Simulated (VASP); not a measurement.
# Sc (Fd-3m) in VASP: notebook, part 2 of 2

VASP 6.6.1. The steps go on from the part before.

## 3. Single point, RPBE (volume scaled by 1.12)

The input, INCAR:

```
SYSTEM = Sc
ALGO = Normal ; EDIFF = 1E-7
ENCUT = 520 ; GGA = RP
ISIF = 2 ; ISMEAR = -1
LASPH = .TRUE. ; LCHARG = .FALSE.
LREAL = .FALSE. ; LWAVE = .FALSE.
NBANDS = 18 ; NELM = 60
PREC = Accurate ; SIGMA = 0.1
```

The input, KPOINTS:

```
k-points
0
G
  9 9 9
  0 0 0
```

The input, POSCAR:

```
Sc
1.0
    0.0000000000      3.5576219260      3.5576219260
    3.5576219260      0.0000000000      3.5576219260
    3.5576219260      3.5576219260      0.0000000000
Sc
2
Direct
    0.1250000000      0.1250000000      0.1250000000
    0.8750000000      0.8750000000      0.8750000000
```

Potentials or basis: VASP PAW PBE potentials, release 64 (Sc_sv).

The run is started by

```console
> cat potpaw_PBE.64/Sc_sv/POTCAR > POTCAR
> mpirun -np 1 vasp_std > vasp.out
```

OUTCAR:

```text
SYSTEM = Sc
   EDIFF = 1E-7
   ENCUT = 520
   GGA = RP
   ISIF = 2
   ISMEAR = -1
   LASPH = .TRUE.
   LREAL = .FALSE.
   NELM = 60
   PREC = Accurate

 ion  position               nearest neighbor table
   1  0.125  0.125  0.125-   2 3.08   2 3.08   2 3.08   2 3.08
   2  0.875  0.875  0.875-   1 3.08   1 3.08   1 3.08   1 3.08

  LATTYP: Found a face centered cubic cell.
 ALAT       =     7.1152438520

  Lattice vectors:

 A1 = (   0.0000000000,   3.5576219260,   3.5576219260)
 A2 = (   3.5576219260,   0.0000000000,   3.5576219260)
 A3 = (   3.5576219260,   3.5576219260,   0.0000000000)

Analysis of symmetry for initial positions (statically):
=====================================================================
 Subroutine PRICEL returns:
 Original cell was already a primitive cell.

 Routine SETGRP: Setting up the symmetry group for a
 face centered cubic supercell.

 Subroutine GETGRP returns: Found 48 space group operations
 (whereof 12 operations were pure point group operations)
 out of a pool of 48 trial point group operations.

The static configuration has the point symmetry D_3d.
 The point group associated with its full space group is O_h .

Analysis of symmetry for dynamics (positions and initial velocities):
=====================================================================
 Subroutine PRICEL returns:
 Original cell was already a primitive cell.

 Routine SETGRP: Setting up the symmetry group for a
 face centered cubic supercell.

 Subroutine GETGRP returns: Found 48 space group operations
 (whereof 12 operations were pure point group operations)
 out of a pool of 48 trial point group operations.

The dynamic configuration has the point symmetry D_3d.
 The point group associated with its full space group is O_h .

 Subroutine INISYM returns: Found 48 space group operations
 (whereof 12 operations are pure point group operations),
 and found     1 'primitive' translations

[... 110 lines left out ...]
   EFERMI_NEDOS =   21; number of points for ismear=-14 and -15
   IALGO  =     38    algorithm
   IMIX   =      4    mixing-type and parameters
     AMIX     =   0.40;   BMIX     =  1.00
     AMIX_MAG =   1.60;   BMIX_MAG =  1.00
  volume/ion in A,a.u.               =      45.03       303.86
  Fermi-wavevector in a.u.,A,eV,Ry     =   1.023401  1.933948 14.250063  1.047350
  Thomas-Fermi vector in A             =   2.157133
   LORBIT       =      0    0 simple, 1 ext, 2 COOP (PROOUT), +10 PAW based schemes
   GGA     = RP    functional components
   LHFCALC =     F    Hartree Fock is set to
   AEXX    =    0.0000 exact exchange contribution
   IVDW    =     0    specifies the selected vdW correction
   LEPSILON=     F    determine dielectric tensor
   LRPA    =     F    only Hartree local field effects (RPA)
 non-spin polarized calculation
  energy-cutoff  :      520.00
  volume of cell :       90.06
 maximum number of plane-waves:      2442
 NGX is ok and might be reduce to    40
   NGX = 19   NGY = 19   NGZ = 19

 number of electron      22.0000005 magnetization

 Free energy of the ion-electron system (eV)
  ---------------------------------------------------
  ext. energy  EPLUGINS =         0.00000000
  ---------------------------------------------------
  free energy    TOTEN  =        -8.01560624 eV

  energy without entropy =       -7.74666367  energy(sigma->0) =       -7.88113495

 E-fermi :   0.7883     XC(G=0):  -7.4184

 val. band max:        0.7767649638   @ k =   0.4444   0.3333   0.0000
 cond. band min:       0.7884339063   @ k =   0.4444   0.3333   0.1111
 fundamental gap:      0.0116689425
 Fermi energy:         0.7882985801

 k-point     1 :       0.0000    0.0000    0.0000
  band No.  band energies     occupation
      1     -49.6493      2.00000
      2     -49.5732      2.00000
      3     -28.2693      2.00000
      4     -28.2693      2.00000
      5     -28.2693      2.00000
      6     -28.0902      2.00000
[... 481 lines left out ...]
      5     -28.1971      2.00000
      6     -28.1661      2.00000
[... 10 lines left out ...]
     17       2.8539      0.00000
     18       2.8539      0.00000

 [... further k-points ...]

------------------------ aborting loop because EDIFF is reached ----------------------------------------

  FORCE on cell =-STRESS in cart. coord.  units (eV):
  Direction    XX          YY          ZZ          XY          YZ          ZX
  --------------------------------------------------------------------------------------
  -------------------------------------------------------------------------------------
  Total       -0.4994597     -0.4994597     -0.4994597     -0.0000000      0.0000000     -0.0000000
  in kB       -8.8859045     -8.8859045     -8.8859045     -0.0000000      0.0000000     -0.0000000
  external PRESSURE =      -8.8859045 kB  Pullay stress =       0.0000000 kB

 VOLUME and BASIS-vectors are now :
 -----------------------------------------------------------------------------
  energy-cutoff  :      520.00
  volume of cell :       90.06
      direct lattice vectors                 reciprocal lattice vectors
     0.000000000  3.557621926  3.557621926    -0.140543321  0.140543321  0.140543321
     3.557621926  0.000000000  3.557621926     0.140543321 -0.140543321  0.140543321
     3.557621926  3.557621926  0.000000000     0.140543321  0.140543321 -0.140543321

 POSITION                                       TOTAL-FORCE (eV/Angst)
 -----------------------------------------------------------------------------------
      0.88941      0.88941      0.88941         0.000000      0.000000      0.000000
      6.22584      6.22584      6.22584        -0.000000     -0.000000     -0.000000
 -----------------------------------------------------------------------------------
    total drift:                                0.000000      0.000000     -0.000000

  FREE ENERGIE OF THE ION-ELECTRON SYSTEM (eV)
  ---------------------------------------------------
  free  energy   TOTEN  =        -8.0156062359 eV

  energy  without entropy=       -7.7466636687  energy(sigma->0) =       -7.88113495
```

OSZICAR:

```text
N       E                     dE             d eps       ncg     rms          rms(c)
DAV:   1     0.367454873363E+03    0.36745E+03   -0.10448E+04  1300   0.113E+03
DAV:   2     0.100425509767E+02   -0.35741E+03   -0.35045E+03  1620   0.509E+02
DAV:   3    -0.887000152149E+01   -0.18913E+02   -0.17990E+02  2108   0.142E+02
DAV:   4    -0.944423605093E+01   -0.57423E+00   -0.56906E+00  1924   0.232E+01
DAV:   5    -0.945682017791E+01   -0.12584E-01   -0.12537E-01  2144   0.327E+00    0.579E+00
DAV:   6    -0.802190579356E+01    0.14349E+01   -0.62918E+00  1868   0.195E+01    0.105E+00
DAV:   7    -0.801247213379E+01    0.94337E-02   -0.14127E-01  2032   0.334E+00    0.697E-01
DAV:   8    -0.801558269018E+01   -0.31106E-02   -0.37260E-02  1750   0.201E+00    0.228E-01
DAV:   9    -0.801656755291E+01   -0.98486E-03   -0.24039E-02  1834   0.137E+00    0.205E-01
DAV:  10    -0.801559010937E+01    0.97744E-03   -0.76477E-03  1870   0.653E-01    0.146E-02
DAV:  11    -0.801560502881E+01   -0.14919E-04   -0.93201E-05  1872   0.120E-01    0.750E-03
DAV:  12    -0.801560682353E+01   -0.17947E-05   -0.40182E-06  1992   0.182E-02    0.196E-03
DAV:  13    -0.801560613644E+01    0.68709E-06   -0.25190E-07  1372   0.460E-03    0.654E-04
DAV:  14    -0.801560623589E+01   -0.99443E-07   -0.78067E-08   960   0.352E-03
   1 F= -.80156062E+01 E0= -.78811350E+01  d E =-.268943E+00
```

stdout:

```text
POSCAR found type information on POSCAR Sc
 POSCAR found :  1 types and       2 ions
 scaLAPACK will be used
 -----------------------------------------------------------------------------
|                                                                             |
|                                                                             |
|     You enforced a specific xc type in the INCAR file but a different       |
|     I HOPE YOU KNOW WHAT YOU ARE DOING!                                     |
|                                                                             |
 -----------------------------------------------------------------------------

 LDA part: xc-table for (Slater+PW92), standard interpolation
 POSCAR, INCAR and KPOINTS ok, starting setup
 FFT: planning ... GRIDC
 FFT: planning ... GRID_SOFT
 FFT: planning ... GRID
 WAVECAR not read
 entering main loop
```

Wall time 89 s (1 thread of AMD EPYC 7R13, shared host); peak memory 0.22 GiB.

Results:

```yaml
Free_energy: -8.0156 eV
Pressure: -0.9 GPa
Band_gap_on_the_k_mesh: zero (band 11 reaches 1.05 eV, above the bottom of band 12 at 0.46 eV)
```

Caveat: the cell differs from its parent crystal (volume scaled by 1.12); the PAW data sets were made with another functional, which shifts forces and pressure a little.

## 4. Single point, RPBE

This run uses another cell than the first one, of 40.20 Å³/atom, 1.087 times its volume.

The input, INCAR:

```
SYSTEM = Sc
PREC = Accurate ; ENCUT = 520
EDIFF = 1E-6 ; ISMEAR = -1
SIGMA = 0.1 ; LREAL = .False.
LASPH = .True. ; NELM = 80
ALGO = Normal ; ISIF = 2
LWAVE = .False. ; LCHARG = .False.
GGA = RP ; NBANDS = 18
```

The input, KPOINTS:

```
regular mesh
0
Gamma
  13 13 13
  0 0 0
```

The input, POSCAR:

```
Sc
1.0
    0.0000000000      3.4257351633      3.4257351633
    3.4257351633      0.0000000000      3.4257351633
    3.4257351633      3.4257351633      0.0000000000
Sc
2
Direct
    0.1250000000      0.1250000000      0.1250000000
    0.8750000000      0.8750000000      0.8750000000
```

Potentials or basis: VASP PAW PBE potentials, release 64 (Sc_sv).

The run is started by

```console
> cat potpaw_PBE.64/Sc_sv/POTCAR > POTCAR
> mpirun -np 1 vasp_std > vasp.out
```

OUTCAR:

```text
SYSTEM = Sc
   PREC = Accurate
   ENCUT = 520
   EDIFF = 1E-6
   ISMEAR = -1
   LREAL = .False.
   LASPH = .True.
   NELM = 80
   ISIF = 2
   GGA = RP

 ion  position               nearest neighbor table
   1  0.125  0.125  0.125-   2 2.97   2 2.97   2 2.97   2 2.97
   2  0.875  0.875  0.875-   1 2.97   1 2.97   1 2.97   1 2.97

  LATTYP: Found a face centered cubic cell.
 ALAT       =     6.8514703266

  Lattice vectors:

[... 691 lines left out ...]

------------------------ aborting loop because EDIFF is reached ----------------------------------------

  FORCE on cell =-STRESS in cart. coord.  units (eV):
  Direction    XX          YY          ZZ          XY          YZ          ZX
  --------------------------------------------------------------------------------------
  -------------------------------------------------------------------------------------
  Total       -0.0259460     -0.0259460     -0.0259460     -0.0000000      0.0000000      0.0000000
  in kB       -0.5169998     -0.5169998     -0.5169998     -0.0000000      0.0000000      0.0000000
  external PRESSURE =      -0.5169998 kB  Pullay stress =       0.0000000 kB

 VOLUME and BASIS-vectors are now :
 -----------------------------------------------------------------------------
  energy-cutoff  :      520.00
  volume of cell :       80.41
      direct lattice vectors                 reciprocal lattice vectors
     0.000000000  3.425735163  3.425735163    -0.145954073  0.145954073  0.145954073
     3.425735163  0.000000000  3.425735163     0.145954073 -0.145954073  0.145954073
     3.425735163  3.425735163  0.000000000     0.145954073  0.145954073 -0.145954073

 POSITION                                       TOTAL-FORCE (eV/Angst)
 -----------------------------------------------------------------------------------
      0.85643      0.85643      0.85643         0.000000     -0.000000     -0.000000
      5.99504      5.99504      5.99504        -0.000000      0.000000      0.000000
 -----------------------------------------------------------------------------------
    total drift:                                0.000000      0.000000      0.000000

  FREE ENERGIE OF THE ION-ELECTRON SYSTEM (eV)
  ---------------------------------------------------
  free  energy   TOTEN  =        -8.0421607261 eV

  energy  without entropy=       -7.8068076803  energy(sigma->0) =       -7.92448420
```

OSZICAR:

```text
N       E                     dE             d eps       ncg     rms          rms(c)
DAV:   1     0.372825022526E+03    0.37283E+03   -0.10545E+04  3056   0.116E+03
DAV:   2     0.111287821320E+02   -0.36170E+03   -0.35455E+03  3928   0.518E+02
DAV:   3    -0.880256514643E+01   -0.19931E+02   -0.19137E+02  5078   0.142E+02
DAV:   4    -0.934106830175E+01   -0.53850E+00   -0.53397E+00  4464   0.215E+01
DAV:   5    -0.935329581291E+01   -0.12228E-01   -0.12186E-01  5214   0.308E+00    0.570E+00
DAV:   6    -0.806343613752E+01    0.12899E+01   -0.54153E+00  4410   0.187E+01    0.989E-01
DAV:   7    -0.804322022795E+01    0.20216E-01   -0.16756E-01  4674   0.333E+00    0.620E-01
DAV:   8    -0.804242618951E+01    0.79404E-03   -0.32031E-02  4108   0.200E+00    0.220E-01
DAV:   9    -0.804253603251E+01   -0.10984E-03   -0.17396E-02  4292   0.117E+00    0.141E-01
DAV:  10    -0.804214797621E+01    0.38806E-03   -0.37575E-03  4498   0.483E-01    0.137E-02
DAV:  11    -0.804215975571E+01   -0.11780E-04   -0.55114E-05  4804   0.954E-02    0.752E-03
DAV:  12    -0.804216072608E+01   -0.97036E-06   -0.40750E-06  3326   0.208E-02
   1 F= -.80421607E+01 E0= -.79244842E+01  d E =-.235353E+00
```

stdout:

```text
POSCAR found type information on POSCAR Sc
 POSCAR found :  1 types and       2 ions
 scaLAPACK will be used
 -----------------------------------------------------------------------------
|                                                                             |
|                                                                             |
|     You enforced a specific xc type in the INCAR file but a different       |
|     I HOPE YOU KNOW WHAT YOU ARE DOING!                                     |
|                                                                             |
 -----------------------------------------------------------------------------

 LDA part: xc-table for (Slater+PW92), standard interpolation
 POSCAR, INCAR and KPOINTS ok, starting setup
 FFT: planning ... GRIDC
 FFT: planning ... GRID_SOFT
 FFT: planning ... GRID
 WAVECAR not read
 entering main loop
```

It took 3.3 min on 1 thread of AMD EPYC 7R13, shared host; peak memory 0.23 GiB.

What came out:

```yaml
Free_energy: -8.0422 eV
Pressure: -0.1 GPa
Band_gap_on_the_k_mesh: zero (band 11 reaches 1.53 eV, above the bottom of band 12 at 0.86 eV)
```

Caveat: the PAW data sets were made with another functional, which shifts forces and pressure a little.

## 5. The runs side by side

| cell | k mesh | gap on the mesh (eV) | pressure (GPa) |
| --- | --- | --- | --- |
| a = 4.712 Å, angles 60.0°, 2 atoms | 9 × 9 × 9 | none | 0.6 |
| a = 5.031 Å, angles 60.0°, 2 atoms | 9 × 9 × 9 | none | -0.9 |
| a = 4.845 Å, angles 60.0°, 2 atoms | 13 × 13 × 13 | none | -0.1 |

Alike in all rows: task single point; level RPBE; potentials or basis VASP PAW PBE potentials, release 64 (Sc_sv); no spin polarisation; cutoff (eV) 520; smearing fermi-dirac 0.1 eV.

Caveats: the PAW data sets were made with another functional, which shifts forces and pressure a little.

Total energies depend on the potentials used, so only differences within one code and one set of settings carry meaning.
